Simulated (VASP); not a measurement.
# KI (P6_3/mmc) in VASP: notebook, part 2 of 2

VASP 6.6.1. The steps go on from the part before.

### Step 3. Single point, PBE

INCAR

```
SYSTEM = KI
ALGO = Normal
EDIFF = 1E-6
ENCUT = 500
GGA = PE
GGA_COMPAT = .FALSE.
ISIF = 2
ISMEAR = 0
LASPH = .TRUE.
LCHARG = .FALSE.
LREAL = .FALSE.
LWAVE = .FALSE.
NBANDS = 24
NELM = 120
PREC = Accurate
SIGMA = 0.01
```

KPOINTS

```
k-points
0
G
  6 6 4
  0 0 0
```

POSCAR

```
KI
1.0
    6.0388285611      0.0000000000      0.0000000000
   -3.0194142806      5.2297789430      0.0000000000
    0.0000000000      0.0000000000      7.0391100750
K I
2 2
Direct
    0.3333333333      0.6666666667      0.2500000000
    0.6666666667      0.3333333333      0.7500000000
    0.6666666667      0.3333333333      0.2500000000
    0.3333333333      0.6666666667      0.7500000000
```

Potentials or basis: VASP PAW PBE potentials, release 64 (K_sv, I).

Run with:

```sh
cat potpaw_PBE.64/K_sv/POTCAR potpaw_PBE.64/I/POTCAR > POTCAR
mpirun -np 1 vasp_std > vasp.out
```

OUTCAR:

```text
SYSTEM = KI
   EDIFF = 1E-6
   ENCUT = 500
   GGA = PE
   ISIF = 2
   ISMEAR = 0
   LASPH = .TRUE.
   LREAL = .FALSE.
   NELM = 120
   PREC = Accurate

 ion  position               nearest neighbor table
   1  0.333  0.667  0.250-   3 3.49   3 3.49   3 3.49   4 3.52   4 3.52
   2  0.667  0.333  0.750-   4 3.49   4 3.49   4 3.49   3 3.52   3 3.52
   3  0.667  0.333  0.250-   1 3.49   1 3.49   1 3.49   2 3.52   2 3.52
   4  0.333  0.667  0.750-   2 3.49   2 3.49   2 3.49   1 3.52   1 3.52

  LATTYP: Found a hexagonal cell.
 ALAT       =     6.0388285611
 C/A-ratio  =     1.1656416478

  Lattice vectors:

 A1 = (   6.0388285611,   0.0000000000,   0.0000000000)
 A2 = (  -3.0194142806,   5.2297789430,   0.0000000000)
 A3 = (   0.0000000000,   0.0000000000,   7.0391100750)

Analysis of symmetry for initial positions (statically):
=====================================================================
 Subroutine PRICEL returns:
 Original cell was already a primitive cell.

 Routine SETGRP: Setting up the symmetry group for a
 hexagonal supercell.

 Subroutine GETGRP returns: Found 24 space group operations
 (whereof 12 operations were pure point group operations)
 out of a pool of 24 trial point group operations.

The static configuration has the point symmetry D_3d.
 The point group associated with its full space group is D_6h.

Analysis of symmetry for dynamics (positions and initial velocities):
=====================================================================
 Subroutine PRICEL returns:
 Original cell was already a primitive cell.

 Routine SETGRP: Setting up the symmetry group for a
 hexagonal supercell.

 Subroutine GETGRP returns: Found 24 space group operations
 (whereof 12 operations were pure point group operations)
 out of a pool of 24 trial point group operations.

The dynamic configuration has the point symmetry D_3d.
 The point group associated with its full space group is D_6h.

 Subroutine INISYM returns: Found 24 space group operations
 (whereof 12 operations are pure point group operations),
 and found     1 'primitive' translations

----------------------------------------------------------------------------------------

                                     Primitive cell

  volume of cell :     222.3073

  direct lattice vectors                    reciprocal lattice vectors
     6.038828561  0.000000000  0.000000000     0.165595031  0.095606335  0.000000000
    -3.019414281  5.229778943  0.000000000     0.000000000  0.191212671  0.000000000
     0.000000000  0.000000000  7.039110075     0.000000000  0.000000000  0.142063413

  length of vectors
     6.038828561  6.038828561  7.039110075     0.191212671  0.191212671  0.142063413

  position of ions in fractional coordinates (direct lattice)
     0.333333333  0.666666667  0.250000000
     0.666666667  0.333333333  0.750000000
     0.666666667  0.333333333  0.250000000
     0.333333333  0.666666667  0.750000000

  ion indices of the primitive-cell ions
   primitive index   ion index
                 1           1
                 2           2
                 3           3
                 4           4

----------------------------------------------------------------------------------------

 KPOINTS: k-points

Automatic generation of k-mesh.
 Grid dimensions read from file:
 generate k-points for:    6    6    4

 Generating k-lattice:

  Cartesian coordinates                     Fractional coordinates (reciprocal lattice)
     0.027599172  0.015934389  0.000000000     0.166666667  0.000000000  0.000000000
     0.000000000  0.031868778  0.000000000     0.000000000  0.166666667  0.000000000
     0.000000000  0.000000000  0.035515853     0.000000000  0.000000000  0.250000000

  Length of vectors
     0.031868778  0.031868778  0.035515853

  Shift w.r.t. Gamma in fractional coordinates (k-lattice)
     0.000000000  0.000000000  0.000000000

 Subroutine IBZKPT returns following result:
 ===========================================

 Found     21 irreducible k-points:

 Following reciprocal coordinates:
            Coordinates               Weight
  0.000000  0.000000  0.000000      1.000000
  0.166667 -0.000000  0.000000      6.000000
  0.333333 -0.000000  0.000000      6.000000
  0.500000 -0.000000  0.000000      3.000000
  0.166667  0.166667  0.000000      6.000000
  0.333333  0.166667  0.000000     12.000000
[... 13 lines left out ...]
  0.333333  0.166667  0.500000     12.000000
  0.333333  0.333333  0.500000      2.000000
   k-points           NKPTS =     21   k-points in BZ     NKDIM =     21   number of bands    NBANDS=     24
   number of dos      NEDOS =    301   number of ions     NIONS =      4
   total plane-waves  NPLWV = 124416
   dimension x,y,z NGX =    48 NGY =   48 NGZ =   54
   dimension x,y,z NGXF=    96 NGYF=   96 NGZF=  108
   ions per type =               2   2
   NGX,Y,Z   is equivalent  to a cutoff of  13.21, 13.21, 12.75 a.u.
   NGXF,Y,Z  is equivalent  to a cutoff of  26.43, 26.43, 25.51 a.u.
 SYSTEM =  KI
   PREC   = accura    normal or accurate (medium, high low for compatibility)
   ISTART =      0    job   : 0-new  1-cont  2-samecut
   ICHARG =      2    charge: 1-file 2-atom 10-const
   ISPIN  =      1    spin polarized calculation?
   LNONCOLLINEAR =      F non collinear calculations
   LSORBIT =      F    spin-orbit coupling
   LASPH  =      T    aspherical Exc in radial PAW
   ENCUT  =  500.0 eV  36.75 Ry    6.06 a.u.  11.01 11.01 12.83*2*pi/ulx,y,z
   NELM   =    120;   NELMIN=  2; NELMDL= -5     # of ELM steps
   EDIFF  = 0.1E-05   stopping-criterion for ELM
   LREAL  =      F    real-space projection
   EDIFFG = 0.1E-04   stopping-criterion for IOM
   NSW    =      0    number of steps for IOM
   IBRION =     -1    ionic relax: 0-MD 1-quasi-New 2-CG
   NFREE  =      0    steps in history (QN), initial steepest desc. (CG)
   ISIF   =      2    stress and relaxation
   ISYM   =      2    0-nonsym 1-usesym 2-fastsym
   POTIM  = 0.5000    time-step for ionic-motion
   TEBEG  =    0.0;   TEEND  =   0.0 temperature during run
   PSTRESS=    0.0 pullay stress
   NELECT =      32.0000    total number of electrons
   NUPDOWN=      -1.0000    fix difference up-down
   EMIN   =  10.00;   EMAX   =-10.00  energy-range for DOS
   EFERMI =   0.00;   METHOD = LEGACY
   ISMEAR =     0;   SIGMA  =   0.01  broadening in eV -4-tet -1-fermi 0-gaus
   EFERMI_NEDOS =   21; number of points for ismear=-14 and -15
   IALGO  =     38    algorithm
   IMIX   =      4    mixing-type and parameters
     AMIX     =   0.40;   BMIX     =  1.00
     AMIX_MAG =   1.60;   BMIX_MAG =  1.00
  volume/ion in A,a.u.               =      55.58       375.05
  Fermi-wavevector in a.u.,A,eV,Ry     =   0.857973  1.621334 10.015486  0.736117
  Thomas-Fermi vector in A             =   1.975107
   LORBIT       =      0    0 simple, 1 ext, 2 COOP (PROOUT), +10 PAW based schemes
   GGA     = PE    functional components
   LHFCALC =     F    Hartree Fock is set to
   AEXX    =    0.0000 exact exchange contribution
   IVDW    =     0    specifies the selected vdW correction
   LEPSILON=     F    determine dielectric tensor
   LRPA    =     F    only Hartree local field effects (RPA)
 non-spin polarized calculation
 Gauss-broadening in eV      SIGMA  =   0.01
  energy-cutoff  :      500.00
  volume of cell :      222.31
 maximum number of plane-waves:      5672
 NGX is ok and might be reduce to    48
   NGX = 21   NGY = 21   NGZ = 25

 number of electron      32.0000002 magnetization

 Free energy of the ion-electron system (eV)
  ---------------------------------------------------
  ext. energy  EPLUGINS =         0.00000000
  ---------------------------------------------------
  free energy    TOTEN  =       -10.96534933 eV

  energy without entropy =      -10.96534933  energy(sigma->0) =      -10.96534933

 E-fermi :  -1.3362     XC(G=0):  -6.1360

 val. band max:       -1.4712710626   @ k =   0.0000   0.0000   0.0000
 cond. band min:       2.3143675802   @ k =   0.0000   0.0000   0.0000
 fundamental gap:      3.7856386429
 Fermi energy:        -1.3362108243

 k-point     1 :       0.0000    0.0000    0.0000
  band No.  band energies     occupation
      1     -30.1044      2.00000
      2     -30.1022      2.00000
      3     -13.6192      2.00000
      4     -13.6155      2.00000
      5     -13.6155      2.00000
      6     -13.6005      2.00000
[... 556 lines left out ...]
     23       6.1052      0.00000
     24       6.1052      0.00000

------------------------ aborting loop because EDIFF is reached ----------------------------------------

  FORCE on cell =-STRESS in cart. coord.  units (eV):
  Direction    XX          YY          ZZ          XY          YZ          ZX
  --------------------------------------------------------------------------------------
  -------------------------------------------------------------------------------------
  Total        0.3296653      0.3296653      0.4665619     -0.0000000      0.0000000      0.0000000
  in kB        2.3759100      2.3759100      3.3625295     -0.0000000      0.0000000      0.0000000
  external PRESSURE =       2.7047831 kB  Pullay stress =       0.0000000 kB

 VOLUME and BASIS-vectors are now :
 -----------------------------------------------------------------------------
  energy-cutoff  :      500.00
  volume of cell :      222.31
      direct lattice vectors                 reciprocal lattice vectors
     6.038828561  0.000000000  0.000000000     0.165595031  0.095606335  0.000000000
    -3.019414281  5.229778943  0.000000000     0.000000000  0.191212671  0.000000000
     0.000000000  0.000000000  7.039110075     0.000000000  0.000000000  0.142063413

 POSITION                                       TOTAL-FORCE (eV/Angst)
 -----------------------------------------------------------------------------------
     -0.00000      3.48652      1.75978        -0.000000     -0.000000      0.000000
      3.01941      1.74326      5.27933         0.000000      0.000000      0.000000
      3.01941      1.74326      1.75978         0.000000      0.000000      0.000000
     -0.00000      3.48652      5.27933        -0.000000     -0.000000      0.000000
 -----------------------------------------------------------------------------------
    total drift:                               -0.000000      0.000000     -0.000000

  FREE ENERGIE OF THE ION-ELECTRON SYSTEM (eV)
  ---------------------------------------------------
  free  energy   TOTEN  =       -10.9653493272 eV

  energy  without entropy=      -10.9653493272  energy(sigma->0) =      -10.96534933
```

stdout:

```text
POSCAR found type information on POSCAR K I
 POSCAR found :  2 types and       4 ions
 scaLAPACK will be used
 LDA part: xc-table for (Slater+PW92), standard interpolation
 POSCAR, INCAR and KPOINTS ok, starting setup
 FFT: planning ... GRIDC
 FFT: planning ... GRID_SOFT
 FFT: planning ... GRID
 WAVECAR not read
 entering main loop
```

Run time: 3.1 min. Hardware: 1 thread of Intel Xeon 8259CL, shared host; peak memory 0.38 GiB.

Results:

```yaml
Free_energy: -10.9653 eV
Pressure: 0.3 GPa
Band_gap_on_the_k_mesh: 3.79 eV
```

Caveat: spin-orbit coupling is left out, which moves the levels of the heavy elements.
